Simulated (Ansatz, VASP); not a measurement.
# RbTi: VASP beside Ansatz

```
Rb Ti
1.0
     4.00638    0.00000    0.00000
     0.00000    4.00638    0.00000
     0.00000    0.00000    4.00638
Rb Ti
1 1
Direct
  0.00000 0.00000 0.00000
  0.50000 0.50000 0.50000
```

Alike in both runs: task electric field gradients; functional PBEsol; k mesh 10 × 10 × 10; occupations fermi-dirac, width 0.03 eV; no spin polarisation.

|  | VASP | Ansatz |
| --- | --- | --- |
| version | VASP 6.6.1 | Ansatz 0.2.0 |
| potentials or method | VASP PAW PBE potentials, release 64 (Rb_sv, Ti_sv), cutoff 520 eV | all-electron PAW with datasets made for the crystal, scalar-relativistic |

```csv
,VASP,Ansatz,Ansatz less VASP
pressure (GPa),0.1,0.0,-0.04
```

VASP's potentials were made for PBE, not for PBEsol. Ansatz ran all-electron here, and VASP with PAW potentials.
